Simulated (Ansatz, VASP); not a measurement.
Two plane-wave programs on RbBr

INCAR

```
PREC     = Accurate       # precision mode
ENCUT    = 520            # plane-wave cutoff, eV
EDIFF    = 1E-6           # SCF threshold, eV
ISMEAR   = 0              # smearing method
SIGMA    = 0.05           # smearing width, eV
LREAL    = False          # projectors in reciprocal space
LASPH    = True           # aspherical terms in the spheres
NELM     = 60             # most SCF steps
ALGO     = Normal         # electronic algorithm
ISIF     = 2              # what is computed and relaxed
LWAVE    = False          # write WAVECAR
LCHARG   = False          # write CHGCAR
GGA      = PE             # functional
NBANDS   = 15             # bands
```

The input KPOINTS:

```
Automatic mesh
0
Gamma
  6 6 6
```

POSCAR

```
RbBr
1.0
    4.1929021031      0.0000000000      0.0000000000
    0.0000000000      4.1929021031      0.0000000000
    0.0000000000      0.0000000000      4.1929021031
Rb Br
1 1
Direct
   -0.0462890878      0.0000000000      0.0000000000
    0.5495122459      0.5000000000      0.5000000000
```

Input for Ansatz:

```yaml
crystal:
  lattice:
    - [4.1929021031, 0.0, 0.0]
    - [0.0, 4.1929021031, 0.0]
    - [0.0, 0.0, 4.1929021031]
  atoms:
    - { symbol: Rb, position: [-0.0462890878, 0.0, 0.0] }
    - { symbol: Br, position: [0.5495122459, 0.5, 0.5] }
basis:
  ecutwfc: 420
kpoints:
  mp_grid: { grid: [6, 6, 6] }
hamiltonian:
  xc: pbe
  pseudopotentials: { kind: paw }
scf:
  occupations: { method: gaussian, width: 0.05 }
output:
  forces: true
  stress: true
  eigenvalues: true
```

Change from the starting cell: mode 4 frozen in at -0.208 Å, equal normal strain along x and y +0.0000.

Alike in both runs: task single point; functional PBE; k mesh 6 × 6 × 6; occupations gaussian, width 0.05 eV; no spin polarisation.

|  | VASP | Ansatz |
| --- | --- | --- |
| version | VASP 6.6.1 | Ansatz 0.2.0 |
| potentials or method | VASP PAW PBE potentials, release 64 (Rb_sv, Br), cutoff 520 eV | scalar-relativistic, plane waves, PAW |
| valence electrons in the cell | 16 | 16 |

```csv
,VASP,Ansatz,Ansatz less VASP
gap on the k mesh at the Fermi level (eV),3.96,3.96,+0.001
least direct gap on the mesh (eV),4.11,4.12,+0.001
pressure (GPa),0.7,0.7,-0.03
"traceless stress, the component that is largest in VASP (GPa)",-0.17,-0.16,+0.004
rms of the force components (eV/Å),0.148,0.146,-0.0021
```

Atom by atom the forces differ by 0.002 eV/Å (rms over components).
